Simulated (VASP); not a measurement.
Crystal: MnSi15.

```
CELL_PARAMETERS angstrom
0.00000 5.43700 5.43700
5.43700 0.00000 5.43700
5.43700 5.43700 0.00000
ATOMIC_POSITIONS crystal
Mn 0.00000 0.00000 0.00000
Si 0.99962 0.99962 0.50038
Si 0.99962 0.50038 0.99962
Si 0.99962 0.50038 0.50038
Si 0.50038 0.99962 0.99962
Si 0.50038 0.99962 0.50038
Si 0.50038 0.50038 0.99962
Si 0.50000 0.50000 0.50000
Si 0.12889 0.12889 0.12889
Si 0.12889 0.12889 0.61333
Si 0.12889 0.61333 0.12889
Si 0.12566 0.62478 0.62478
Si 0.61333 0.12889 0.12889
Si 0.62478 0.12566 0.62478
Si 0.62478 0.62478 0.12566
Si 0.62478 0.62478 0.62478
```

Base run:

```yaml
Program: VASP 6.6.1
Functional: PBEsol
Potentials_or_basis: VASP PAW PBE potentials, release 64 (Mn_pv, Si)
Cutoff: 520 eV
k_mesh: 3 × 3 × 3
Occupations: gaussian, width 0.05 eV
Spin: collinear spin, ferromagnetic start
Starting_moments: "[3.0, 0.0, 0.0, 0.0, 0.0, 0.0, 0.0, 0.0, 0.0, 0.0, 0.0, 0.0, 0.0, 0.0, 0.0, 0.0] μB"
Hubbard_terms: Mn d U = 5.5 eV
```

Its results: pressure 2.0 GPa; largest force 0.276 eV/Å.

Task: The run is repeated on the same cell with these changes: spin from collinear spin, ferromagnetic start to no spin polarisation; further incar settings from LREAL = Auto; ALGO = Normal; EDIFF = 1e-06; NBANDS = 54 to LREAL = Auto; ALGO = Normal; EDIFF = 1e-06; NBANDS = 50. What comes out?

Result: Pressure -1.3 GPa; largest force 1.416 eV/Å.

Caveats: the PAW data sets were made with another functional, which shifts forces and pressure a little; the U is typed as a test and isn't derived for this compound; U without spin polarisation on a metal has little footing (at least some runs).
